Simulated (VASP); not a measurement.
Here is a VASP 6.6.1 calculation.

Contents of INCAR:

```
PREC = Accurate
ENCUT = 520
EDIFF = 1E-6
ISMEAR = 0
SIGMA = 0.1
LREAL = F
LASPH = T
NELM = 150
ALGO = Fast
ISIF = 2
LWAVE = F
LCHARG = F
ISPIN = 2
MAGMOM = 0 1.45 1.45 1.45
LORBIT = 11
LMAXMIX = 4
GGA = PS
NBANDS = 27
```

The input KPOINTS:

```
regular mesh
0
Gamma
  12 12 12
```

File POSCAR:

```
AlCo3
1.0
    3.5985380959      0.0000000000      0.0000000000
    0.0000000000      3.5985380959      0.0000000000
    0.0000000000      0.0000000000      3.5985380959
Al Co
1 3
Direct
    0.0000000000      0.0000000000      0.0000000000
    0.5000000000      0.5000000000      0.0000000000
    0.5000000000      0.0000000000      0.5000000000
    0.0000000000      0.5000000000      0.5000000000
```

Potentials or basis: VASP PAW PBE potentials, release 64 (Al, Co).

Launch:

```sh
$ cat potpaw_PBE.64/Al/POTCAR potpaw_PBE.64/Co/POTCAR > POTCAR
$ mpirun -np 1 vasp_std > vasp.out
```

Question: Estimate the site moments.

Answer: Al -0.04; Co +1.33 μB.

Question: Estimate the pressure.

Answer: -11.0 GPa.

Question: Estimate the net moment.

Answer: 3.88 μB per cell.

Caveat: the PAW data sets were made with another functional, which shifts forces and pressure a little.
